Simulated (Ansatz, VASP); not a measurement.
**One calculation of BiTe, two programs**

```
Bi Te
1.0
     0.00000    3.07726    3.19715
     3.31705    0.00000    3.19715
     3.31705    3.07726    0.00000
Bi Te
1 1
Direct
  0.00000 0.00000 0.00000
  0.50000 0.50000 0.50000
```

Change from the starting cell: strain +0.0375 x Voigt [1, -1, 0, 0, 0, 0], atoms carried along.

Alike in both runs: task single point; functional PBEsol; k mesh 16 × 16 × 16; occupations gaussian, width 0.15 eV; no spin polarisation.

|  | VASP | Ansatz |
| --- | --- | --- |
| version | VASP 6.6.1 | Ansatz 0.2.0 |
| potentials or method | VASP PAW PBE potentials, release 64 (Bi_d, Te), cutoff 520 eV | scalar-relativistic, plane waves, PAW |
| valence electrons in the cell | 21 | 31 |

```csv
,VASP,Ansatz,Ansatz less VASP
gap on the k mesh at the Fermi level (eV),none,none,-
pressure (GPa),0.6,0.6,+0.01
"traceless stress, the component that is largest in VASP (GPa)",3.82,3.82,-0.003
```

VASP's potentials were made for PBE, not for PBEsol. A gap of «none» marks a metal or a gap that the smearing closes. VASP's potentials hold 21 valence electrons a cell and Ansatz's 31, so a difference there can come from the potentials and not from the codes.

Neither program's run includes spin-orbit coupling.
